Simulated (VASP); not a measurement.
## MgO2: relaxation of shape and atoms at fixed volume with PBEsol

MgO2:

```
CELL_PARAMETERS angstrom
1.61800 0.93415 3.51164
-1.61800 0.93415 3.51164
0.00000 -1.86830 3.51164
ATOMIC_POSITIONS crystal
Mg 0.00000 0.00000 0.00000
O 0.42918 0.42918 0.42918
O 0.57082 0.57082 0.57082
```

```
Program                : VASP 6.6.1
Task                   : relaxation of shape and atoms at fixed volume
Functional             : PBEsol
Potentials or basis    : VASP PAW PBE potentials, release 64 (Mg_sv, O)
Cutoff                 : 750 eV
k mesh                 : 12 × 12 × 12
Occupations            : gaussian, width 0.02 eV
Spin                   : no spin polarisation
Dipole correction      : no
Mended                 : yes
Further INCAR settings : ALGO = Normal; EDIFF = 1e-07; IBRION = 2; EDIFFG = -0.01; NSW = 50; ISIF = 4
```

* Energy gained by relaxing: 0.1 meV/atom
* Ionic steps: 4
* Pressure after relaxing: -6.9 GPa
* Largest force after relaxing: 0.009 eV/Å
* Band gap on the k mesh: 2.23 eV

Forces in eV/Å, atoms in the order of the input:
```
Mg   0.000  0.000  0.000
O    0.000  0.000 -0.009
O    0.000  0.000  0.009
```

Step by step:
```
step  energy change (eV)  largest force (eV/Å)  pressure (GPa)  volume (Å³)
   1              0.0000                0.0277           -7.03        31.85
   2              0.0000                0.1263           -6.74        31.85
   3             -0.0002                0.0479           -6.88        31.85
   4             -0.0003                0.0089           -6.87        31.85
```

Final structure:
```
Mg O
1.0
     1.62010    0.93537    3.50252
    -1.62010    0.93537    3.50252
     0.00000   -1.87073    3.50252
Mg O
1 2
Direct
  0.00000 0.00000 0.00000
  0.42909 0.42909 0.42909
  0.57091 0.57091 0.57091
```

Levels at points of the mesh, in eV from the valence-band top:
```
           k point  band 7  band 8  band 9  band 10  band 11  band 12  band 13  band 14  band 15
(0.00, 0.00, 0.00)   -7.64   -3.36   -3.36    -0.79    -0.79     4.31     4.82    11.84    13.61
(0.50, 0.00, 0.00)   -6.64   -6.01   -3.68    -1.24    -1.08     4.15     8.33     9.82    12.27
(0.50, 0.50, 0.00)   -6.01   -5.34   -4.34    -2.12    -0.11     3.48     7.56    10.67    11.99
(0.50, 0.50, 0.50)   -4.96   -3.86   -3.86     0.00     0.00     2.23     4.75     9.10    13.79
```

It took 3.4 min on 1 thread of Intel(R) Xeon(R) Platinum 8488C (Sapphire Rapids), with other jobs on the host, peak memory 0.3 GiB.

Caveat: the PAW data sets were made with another functional, which shifts forces and pressure a little. A k mesh can miss the band edges.
